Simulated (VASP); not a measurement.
A run of VASP 6.6.1:

File INCAR:

```
SYSTEM = Sn2TeO3
PREC = Accurate
ENCUT = 520
EDIFF = 1E-6
ISMEAR = 0
SIGMA = 0.1
LREAL = .False.
LASPH = .True.
NELM = 100
ALGO = Normal
ISIF = 2
LWAVE = .False.
LCHARG = .True.
GGA = PE
LELF = .True.
LVHAR = .True.
NBANDS = 35
```

KPOINTS

```
Automatic mesh
0
Gamma
  6 6 12
  0 0 0
```

POSCAR

```
Sn2TeO3
1.0
    5.8882448260      0.0000000000      0.0000000000
   -2.9441224130      5.0993696030      0.0000000000
    0.0000000000      0.0000000000      3.1046911932
Sn Te O
2 1 3
Direct
    0.3333333333      0.6666666667      0.0000000000
    0.6666666667      0.3333333333      0.0000000000
    0.0000000000      0.0000000000      0.0000000000
    0.5000000000      0.0000000000      0.5000000000
    0.5000000000      0.5000000000      0.5000000000
    0.0000000000      0.5000000000      0.5000000000
```

Potentials or basis: VASP PAW PBE potentials, release 64 (Sn_d, Te, O).

Launch:

```sh
$ cat potpaw_PBE.64/Sn_d/POTCAR potpaw_PBE.64/Te/POTCAR potpaw_PBE.64/O/POTCAR > POTCAR
$ mpirun -np 1 vasp_std > vasp.out
```

Hardware: 1 thread of Intel(R) Xeon(R) Platinum 8488C (Sapphire Rapids), on a shared host.

Q: How long does it take, and how much memory?

A: Wall time 2.3 min on 1 thread of Intel(R) Xeon(R) Platinum 8488C (Sapphire Rapids) (shared host), peak memory 0.31 GiB. Counts: scf iterations 15, k points 49.
